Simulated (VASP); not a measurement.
# MoS2 (P6_3/mmc) in VASP: single point with LDA

Aim: the single point of MoS2 with LDA.

Everything below comes from runs of VASP 6.6.1. Logs are shortened: lines on timing, memory, paths and dates and some standing lists are left out, and cuts for length are marked.

### 1 The cell of the first run

The structure is hexagonal, space group P6_3/mmc (No. 194). Conventional cell: a = 3.169 Å, b = 3.169 Å, c = 12.324 Å, α = 90.00°, β = 90.00°, γ = 120.00°. Within 3.2 Å of Mo (site symmetry -6m2) lie 6 S at 2.41 Å and 6 Mo at 3.17 Å. S (site symmetry 3m) has 3 Mo at 2.41 Å and 7 S at 3.13 to 3.17 Å within 3.2 Å.

### 2 Single point, LDA

File INCAR:

```
SYSTEM = MoS2
ALGO = Normal ; EDIFF = 1E-6
ENCUT = 520 ; ISIF = 2
ISMEAR = 0 ; LASPH = .True.
LCHARG = .True. ; LELF = .True.
LREAL = .False. ; LVHAR = .True.
LWAVE = .False. ; NBANDS = 35
NELM = 80 ; PREC = Accurate
SIGMA = 0.01
```

File KPOINTS:

```
k-points
0
Gamma
  9 9 2
  0 0 0
```

File POSCAR:

```
MoS2
1.0
    3.1690000000      0.0000000000      0.0000000000
   -1.5845000000      2.7444345046      0.0000000000
    0.0000000000      0.0000000000     12.3240000000
Mo S
2 4
Direct
    0.3333333333      0.6666666667      0.2500000000
    0.6666666667      0.3333333333      0.7500000000
    0.3333333333      0.6666666667      0.6230000000
    0.6666666667      0.3333333333      0.1230000000
    0.3333333333      0.6666666667      0.8770000000
    0.6666666667      0.3333333333      0.3770000000
```

Potentials or basis: VASP PAW LDA potentials, release 64 (Mo_sv, S).

Run with:

```sh
cat potpaw_LDA.64/Mo_sv/POTCAR potpaw_LDA.64/S/POTCAR > POTCAR
mpirun -np 1 vasp_std > vasp.out
```

OUTCAR:

```text
SYSTEM = MoS2
   EDIFF = 1E-6
   ENCUT = 520
   ISIF = 2
   ISMEAR = 0
   LASPH = .True.
   LREAL = .False.
   NELM = 80
   PREC = Accurate

 ion  position               nearest neighbor table
   1  0.333  0.667  0.250-   4 2.41   6 2.41   4 2.41   6 2.41   4 2.41   6 2.41
   2  0.667  0.333  0.750-   3 2.41   5 2.41   3 2.41   5 2.41   3 2.41   5 2.41
   3  0.333  0.667  0.623-   2 2.41   2 2.41   2 2.41
   4  0.667  0.333  0.123-   1 2.41   1 2.41   1 2.41
   5  0.333  0.667  0.877-   2 2.41   2 2.41   2 2.41
   6  0.667  0.333  0.377-   1 2.41   1 2.41   1 2.41

  LATTYP: Found a hexagonal cell.
 ALAT       =     3.1690000000
 C/A-ratio  =     3.8889239508

  Lattice vectors:

 A1 = (   3.1690000000,   0.0000000000,   0.0000000000)
 A2 = (  -1.5845000000,   2.7444345046,   0.0000000000)
 A3 = (   0.0000000000,   0.0000000000,  12.3240000000)

Analysis of symmetry for initial positions (statically):
=====================================================================
 Subroutine PRICEL returns:
 Original cell was already a primitive cell.

 Routine SETGRP: Setting up the symmetry group for a
 hexagonal supercell.

 Subroutine GETGRP returns: Found 24 space group operations
 (whereof 12 operations were pure point group operations)
 out of a pool of 24 trial point group operations.

The static configuration has the point symmetry D_3d.
 The point group associated with its full space group is D_6h.

Analysis of symmetry for dynamics (positions and initial velocities):
=====================================================================
 Subroutine PRICEL returns:
 Original cell was already a primitive cell.

 Routine SETGRP: Setting up the symmetry group for a
 hexagonal supercell.

 Subroutine GETGRP returns: Found 24 space group operations
 (whereof 12 operations were pure point group operations)
 out of a pool of 24 trial point group operations.

The dynamic configuration has the point symmetry D_3d.
 The point group associated with its full space group is D_6h.

 Subroutine INISYM returns: Found 24 space group operations
 (whereof 12 operations are pure point group operations),
 and found     1 'primitive' translations

----------------------------------------------------------------------------------------

                                     Primitive cell

  volume of cell :     107.1832

  direct lattice vectors                    reciprocal lattice vectors
     3.169000000  0.000000000  0.000000000     0.315556958  0.182186895  0.000000000
    -1.584500000  2.744434505  0.000000000     0.000000000  0.364373789  0.000000000
     0.000000000  0.000000000 12.324000000     0.000000000  0.000000000  0.081142486

  length of vectors
     3.169000000  3.169000000 12.324000000     0.364373789  0.364373789  0.081142486

  position of ions in fractional coordinates (direct lattice)
     0.333333333  0.666666667  0.250000000
     0.666666667  0.333333333  0.750000000
     0.333333333  0.666666667  0.623000000
     0.666666667  0.333333333  0.123000000
     0.333333333  0.666666667  0.877000000
     0.666666667  0.333333333  0.377000000

  ion indices of the primitive-cell ions
   primitive index   ion index
                 1           1
                 2           2
                 3           3
                 4           4
                 5           5
                 6           6

----------------------------------------------------------------------------------------

 KPOINTS: k-points

Automatic generation of k-mesh.
 Grid dimensions read from file:
 generate k-points for:    9    9    2

 Generating k-lattice:

  Cartesian coordinates                     Fractional coordinates (reciprocal lattice)
     0.035061884  0.020242988  0.000000000     0.111111111  0.000000000  0.000000000
     0.000000000  0.040485977  0.000000000     0.000000000  0.111111111  0.000000000
     0.000000000  0.000000000  0.040571243     0.000000000  0.000000000  0.500000000

  Length of vectors
     0.040485977  0.040485977  0.040571243

  Shift w.r.t. Gamma in fractional coordinates (k-lattice)
     0.000000000  0.000000000  0.000000000

 Subroutine IBZKPT returns following result:
 ===========================================

 Found     24 irreducible k-points:

 Following reciprocal coordinates:
            Coordinates               Weight
  0.000000  0.000000  0.000000      1.000000
  0.111111  0.000000  0.000000      6.000000
  0.222222  0.000000  0.000000      6.000000
  0.333333  0.000000  0.000000      6.000000
  0.444444  0.000000  0.000000      6.000000
  0.111111  0.111111  0.000000      6.000000
[... 16 lines left out ...]
  0.333333  0.222222  0.500000     12.000000
  0.333333  0.333333  0.500000      2.000000
   k-points           NKPTS =     24   k-points in BZ     NKDIM =     24   number of bands    NBANDS=     35
   number of dos      NEDOS =    301   number of ions     NIONS =      6
   total plane-waves  NPLWV =  55296
   dimension x,y,z NGX =    24 NGY =   24 NGZ =   96
   dimension x,y,z NGXF=    48 NGYF=   48 NGZF=  192
   ions per type =               2   4
   NGX,Y,Z   is equivalent  to a cutoff of  12.59, 12.59, 12.95 a.u.
   NGXF,Y,Z  is equivalent  to a cutoff of  25.18, 25.18, 25.90 a.u.
 SYSTEM =  MoS2
   PREC   = accura    normal or accurate (medium, high low for compatibility)
   ISTART =      0    job   : 0-new  1-cont  2-samecut
   ICHARG =      2    charge: 1-file 2-atom 10-const
   ISPIN  =      1    spin polarized calculation?
   LNONCOLLINEAR =      F non collinear calculations
   LSORBIT =      F    spin-orbit coupling
   LASPH  =      T    aspherical Exc in radial PAW
   ENCUT  =  520.0 eV  38.22 Ry    6.18 a.u.   5.89  5.89 22.91*2*pi/ulx,y,z
   NELM   =     80;   NELMIN=  2; NELMDL= -5     # of ELM steps
   EDIFF  = 0.1E-05   stopping-criterion for ELM
   LREAL  =      F    real-space projection
   EDIFFG = 0.1E-04   stopping-criterion for IOM
   NSW    =      0    number of steps for IOM
   IBRION =     -1    ionic relax: 0-MD 1-quasi-New 2-CG
   NFREE  =      0    steps in history (QN), initial steepest desc. (CG)
   ISIF   =      2    stress and relaxation
   ISYM   =      2    0-nonsym 1-usesym 2-fastsym
   POTIM  = 0.5000    time-step for ionic-motion
   TEBEG  =    0.0;   TEEND  =   0.0 temperature during run
   PSTRESS=    0.0 pullay stress
   NELECT =      52.0000    total number of electrons
   NUPDOWN=      -1.0000    fix difference up-down
   EMIN   =  10.00;   EMAX   =-10.00  energy-range for DOS
   EFERMI =   0.00;   METHOD = LEGACY
   ISMEAR =     0;   SIGMA  =   0.01  broadening in eV -4-tet -1-fermi 0-gaus
   EFERMI_NEDOS =   21; number of points for ismear=-14 and -15
   IALGO  =     38    algorithm
   IMIX   =      4    mixing-type and parameters
     AMIX     =   0.40;   BMIX     =  1.00
     AMIX_MAG =   1.60;   BMIX_MAG =  1.00
  volume/ion in A,a.u.               =      17.86       120.55
  Fermi-wavevector in a.u.,A,eV,Ry     =   1.286373  2.430893 22.514325  1.654756
  Thomas-Fermi vector in A             =   2.418452
   LORBIT       =      0    0 simple, 1 ext, 2 COOP (PROOUT), +10 PAW based schemes
   GGA     = CA    functional components
   LHFCALC =     F    Hartree Fock is set to
   AEXX    =    0.0000 exact exchange contribution
   IVDW    =     0    specifies the selected vdW correction
   LEPSILON=     F    determine dielectric tensor
   LRPA    =     F    only Hartree local field effects (RPA)
 non-spin polarized calculation
 Gauss-broadening in eV      SIGMA  =   0.01
  energy-cutoff  :      520.00
  volume of cell :      107.18
 maximum number of plane-waves:      2904
 NGX is ok and might be reduce to    24
   NGX = 11   NGY = 11   NGZ = 45

 number of electron      51.9999996 magnetization

 Free energy of the ion-electron system (eV)
  ---------------------------------------------------
  ext. energy  EPLUGINS =         0.00000000
  ---------------------------------------------------
  free energy    TOTEN  =       -48.88727240 eV

  energy without entropy =      -48.88727240  energy(sigma->0) =      -48.88727240

 E-fermi :   7.5709     XC(G=0): -11.1178

 val. band max:        7.3549286099   @ k =   0.0000   0.0000   0.0000
 cond. band min:       8.2542506449   @ k =   0.2222   0.1111   0.0000
 fundamental gap:      0.8993220350
 Fermi energy:         7.5708757925

 k-point     1 :       0.0000    0.0000    0.0000
  band No.  band energies     occupation
      1     -53.8111      2.00000
      2     -53.8111      2.00000
      3     -28.1627      2.00000
      4     -28.1626      2.00000
      5     -27.9267      2.00000
      6     -27.9267      2.00000
[... 27 lines left out ...]
     34       9.7937      0.00000
     35      12.7918      0.00000

 k-point     2 :       0.1111    0.0000    0.0000
  band No.  band energies     occupation
      1     -53.8063      2.00000
      2     -53.8063      2.00000
      3     -28.1534      2.00000
      4     -28.1533      2.00000
      5     -27.9742      2.00000
      6     -27.9742      2.00000
[... 27 lines left out ...]
     34       9.8044      0.00000
     35      13.6207      0.00000

 k-point     3 :       0.2222    0.0000    0.0000
  band No.  band energies     occupation
      1     -53.7942      2.00000
      2     -53.7942      2.00000
      3     -28.1298      2.00000
      4     -28.1298      2.00000
      5     -28.0930      2.00000
      6     -28.0930      2.00000
[... 27 lines left out ...]
     34      10.4460      0.00000
     35      14.6354      0.00000
[... 723 lines left out ...]
 k-point    23 :       0.3333    0.2222    0.5000
  band No.  band energies     occupation
      1     -53.7674      2.00000
      2     -53.7674      2.00000
      3     -28.2635      2.00000
      4     -28.2635      2.00000
      5     -28.1117      2.00000
      6     -28.1117      2.00000
[... 27 lines left out ...]
     34      11.2971      0.00000
     35      13.8021      0.00000

 k-point    24 :       0.3333    0.3333    0.5000
  band No.  band energies     occupation
      1     -53.7650      2.00000
      2     -53.7650      2.00000
      3     -28.2244      2.00000
      4     -28.2244      2.00000
      5     -28.1797      2.00000
      6     -28.1797      2.00000
[... 27 lines left out ...]
     34      11.4790      0.00000
     35      13.9470      0.00000

------------------------ aborting loop because EDIFF is reached ----------------------------------------

  FORCE on cell =-STRESS in cart. coord.  units (eV):
  Direction    XX          YY          ZZ          XY          YZ          ZX
  --------------------------------------------------------------------------------------
  -------------------------------------------------------------------------------------
  Total       -3.8218836     -3.8218836     -3.5429868      0.0000000     -0.0000000     -0.0000000
  in kB      -57.1296073    -57.1296073    -52.9606514      0.0000000     -0.0000000     -0.0000000
  external PRESSURE =     -55.7399553 kB  Pullay stress =       0.0000000 kB

 VOLUME and BASIS-vectors are now :
 -----------------------------------------------------------------------------
  energy-cutoff  :      520.00
  volume of cell :      107.18
      direct lattice vectors                 reciprocal lattice vectors
     3.169000000  0.000000000  0.000000000     0.315556958  0.182186895  0.000000000
    -1.584500000  2.744434505  0.000000000     0.000000000  0.364373789  0.000000000
     0.000000000  0.000000000 12.324000000     0.000000000  0.000000000  0.081142486

 POSITION                                       TOTAL-FORCE (eV/Angst)
 -----------------------------------------------------------------------------------
     -0.00000      1.82962      3.08100         0.000000     -0.000000      0.000000
      1.58450      0.91481      9.24300        -0.000000      0.000000      0.000000
     -0.00000      1.82962      7.67785         0.000000     -0.000000      0.463603
      1.58450      0.91481      1.51585        -0.000000      0.000000      0.463603
     -0.00000      1.82962     10.80815         0.000000     -0.000000     -0.463603
      1.58450      0.91481      4.64615        -0.000000      0.000000     -0.463603
 -----------------------------------------------------------------------------------
    total drift:                               -0.000000      0.000000     -0.000000

  FREE ENERGIE OF THE ION-ELECTRON SYSTEM (eV)
  ---------------------------------------------------
  free  energy   TOTEN  =       -48.8872724047 eV

  energy  without entropy=      -48.8872724047  energy(sigma->0) =      -48.88727240
```

It took 88 s on 1 thread of Intel Xeon Platinum 8259CL at 2.50GHz (Skylake/Cascade Lake), shared host; peak memory 0.22 GiB.

Results:

| Item | Value |
| --- | --- |
| Free energy | -48.8873 eV |
| Pressure | -5.6 GPa |
| Largest force | 0.464 eV/Å |
| Band gap on the k mesh | 0.90 eV, indirect (least direct gap 1.66 eV) |

Forces in eV/Å, atoms in the order of the input:
```
Mo   0.000  0.000  0.000
Mo   0.000  0.000  0.000
S    0.000  0.000  0.464
S    0.000  0.000  0.464
S    0.000  0.000 -0.464
S    0.000  0.000 -0.464
```

A k mesh can miss the band edges. Expect the measured gap to be larger: semilocal functionals such as LDA lack the derivative discontinuity.
